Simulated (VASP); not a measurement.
# Ir (I4/mmm) in VASP: further runs, part 2 of 2

VASP 6.6.1. The steps go on from the part before.

## Step 5: Single point, r2SCAN (strain -0.0250 x Voigt [0, 0, 1, 0, 0, 0])

File POSCAR:

```
Ir
1.0
    0.0000000000      1.9221147239      1.8740618558
    1.9221147239      0.0000000000      1.8740618558
    1.9221147239      1.9221147239      0.0000000000
Ir
1
Direct
    0.0000000000      0.0000000000      0.0000000000
```

File INCAR.step1:

```
  ALGO = Normal
  EDIFF = 1E-4
  ENCUT = 520
  GGA = PE
  ISMEAR = 0
  LASPH = True
  LCHARG = False
  LREAL = False
  LWAVE = True
  NBANDS = 10
  NELM = 60
  PREC = Accurate
  SIGMA = 0.15
```

File INCAR.step2:

```
  ALGO = Normal
  EDIFF = 1E-6
  ENCUT = 520
  ISIF = 2
  ISMEAR = 0
  ISTART = 1
  LASPH = True
  LCHARG = False
  LMIXTAU = True
  LREAL = False
  LWAVE = False
  METAGGA = R2SCAN
  NBANDS = 10
  NELM = 60
  PREC = Accurate
  SIGMA = 0.15
```

File KPOINTS:

```
k-points
0
Gamma
  26 26 26
```

Potentials or basis: VASP PAW PBE potentials, release 64 (Ir).

The run is started by

```
cat potpaw_PBE.64/Ir/POTCAR > POTCAR
cp INCAR.step1 INCAR
mpirun -np 1 vasp_std > vasp.out
cp INCAR.step2 INCAR
mpirun -np 1 vasp_std > vasp.out
```

OUTCAR:

```text
EDIFF = 1E-6
   ENCUT = 520
   ISIF = 2
   ISMEAR = 0
   ISTART = 1
   LASPH = True
   LREAL = False
   METAGGA = R2SCAN
   NELM = 60
   PREC = Accurate

 ion  position               nearest neighbor table
   1  0.000  0.000  0.000-

  LATTYP: Found a body centered tetragonal cell.
 ALAT       =     2.7182807110
 C/A-ratio  =     1.3788582233

  Lattice vectors:

 A1 = (   0.0000000000,  -1.9221147239,  -1.8740618558)
 A2 = (   0.0000000000,   1.9221147239,  -1.8740618558)
[... 491 lines left out ...]
     10      33.8740      0.00000

 [... further k-points ...]

------------------------ aborting loop because EDIFF is reached ----------------------------------------

  FORCE on cell =-STRESS in cart. coord.  units (eV):
  Direction    XX          YY          ZZ          XY          YZ          ZX
  --------------------------------------------------------------------------------------
  -------------------------------------------------------------------------------------
  Total        0.8445710      0.8445710      1.7440418      0.0000000     -0.0000000      0.0000000
  in kB       97.7179163     97.7179163    201.7878190      0.0000000     -0.0000000      0.0000000
  external PRESSURE =     132.4078839 kB  Pullay stress =       0.0000000 kB

 VOLUME and BASIS-vectors are now :
 -----------------------------------------------------------------------------
  energy-cutoff  :      520.00
  volume of cell :       13.85
      direct lattice vectors                 reciprocal lattice vectors
     0.000000000  1.922114724  1.874061856    -0.260130154  0.260130154  0.266800158
     1.922114724  0.000000000  1.874061856     0.260130154 -0.260130154  0.266800158
     1.922114724  1.922114724  0.000000000     0.260130154  0.260130154 -0.266800158

 POSITION                                       TOTAL-FORCE (eV/Angst)
 -----------------------------------------------------------------------------------
      0.00000      0.00000      0.00000         0.000000      0.000000      0.000000
 -----------------------------------------------------------------------------------
    total drift:                                0.000000      0.000000      0.000000

  FREE ENERGIE OF THE ION-ELECTRON SYSTEM (eV)
  ---------------------------------------------------
  free  energy   TOTEN  =       -52.3474185213 eV

  energy  without entropy=      -52.3389509866  energy(sigma->0) =      -52.34318475
```

OUTCAR.step1:

```text
EDIFF = 1E-4
   ENCUT = 520
   GGA = PE
   ISMEAR = 0
   LASPH = True
   LREAL = False
[... 527 lines left out ...]

 POSITION                                       TOTAL-FORCE (eV/Angst)
 -----------------------------------------------------------------------------------
      0.00000      0.00000      0.00000         0.000000      0.000000      0.000000
 -----------------------------------------------------------------------------------
    total drift:                                0.000000     -0.000000     -0.000000

  FREE ENERGIE OF THE ION-ELECTRON SYSTEM (eV)
  ---------------------------------------------------
  free  energy   TOTEN  =        -8.8113177934 eV

  energy  without entropy=       -8.8022372451  energy(sigma->0) =       -8.80677752
```

OSZICAR.step1:

```text
N       E                     dE             d eps       ncg     rms          rms(c)
DAV:   1     0.484243935937E+02    0.48424E+02   -0.44013E+03 26944   0.825E+02
DAV:   2    -0.846826143344E+01   -0.56893E+02   -0.54068E+02 27226   0.198E+02
DAV:   3    -0.934629290063E+01   -0.87803E+00   -0.87564E+00 30984   0.299E+01
DAV:   4    -0.935429588085E+01   -0.80030E-02   -0.80015E-02 30112   0.265E+00
DAV:   5    -0.935445183186E+01   -0.15595E-03   -0.15595E-03 30654   0.353E-01    0.162E+01
DAV:   6    -0.890802291048E+01    0.44643E+00   -0.73442E-01 29768   0.106E+01    0.680E+00
DAV:   7    -0.881758819048E+01    0.90435E-01   -0.26385E-01 31912   0.587E+00    0.146E+00
DAV:   8    -0.881458396458E+01    0.30042E-02   -0.21336E-03 28960   0.500E-01    0.103E+00
DAV:   9    -0.881131301820E+01    0.32709E-02   -0.21883E-03 29958   0.659E-01    0.187E-02
DAV:  10    -0.881131779338E+01   -0.47752E-05   -0.11427E-05 14806   0.346E-02
   1 F= -.88113178E+01 E0= -.88067775E+01  d E =-.908055E-02
```

Run time: 7.2 min. Hardware: 1 thread of Intel Xeon Platinum 8259CL at 2.50GHz (Skylake/Cascade Lake), shared host; peak memory 0.3 GiB.

Results:

| Quantity | Value |
| --- | --- |
| Free energy | -52.3474 eV |
| Pressure | 13.2 GPa |
| Band gap on the k mesh | zero (an odd number of electrons rules out a gap without spin polarisation) |

Caveat: the cell differs from its parent crystal (strain -0.0250 x Voigt [0, 0, 1, 0, 0, 0]); the stress differs along the axes, from 10 to 20 GPa; the PAW data sets were made with another functional, which shifts forces and pressure a little; spin-orbit coupling is left out, which moves the levels of the heavy elements.

## Step 6: Overview

| cell | gap on the mesh (eV) | pressure (GPa) |
| --- | --- | --- |
| a = 2.752, b = 2.752, c = 2.718 Å, angles 60.4, 60.4, 59.2°, 1 atom | none | -6.4 |
| a = 2.787, b = 2.787, c = 2.718 Å, angles 60.8, 60.8, 58.4°, 1 atom | none | -13.8 |
| a = 2.822, b = 2.822, c = 2.718 Å, angles 61.2, 61.2, 57.6°, 1 atom | none | -19.8 |
| a = 2.685, b = 2.685, c = 2.718 Å, angles 59.6, 59.6, 60.8°, 1 atom | none | 13.2 |

Alike in all rows: task single point; level r2SCAN; potentials or basis VASP PAW PBE potentials, release 64 (Ir); no spin polarisation; k mesh 26 × 26 × 26; cutoff (eV) 520; smearing gaussian 0.15 eV.

Caveats: the PAW data sets were made with another functional, which shifts forces and pressure a little; spin-orbit coupling is left out, which moves the levels of the heavy elements; the stress differs along the axes, from -12 to -3 GPa (at least some runs); the stress differs along the axes, from -25 to -8 GPa (at least some runs); the stress differs along the axes, from -35 to -12 GPa (at least some runs); the stress differs along the axes, from 10 to 20 GPa (at least some runs).

Absolute energies hang on the potentials; compare differences alone.
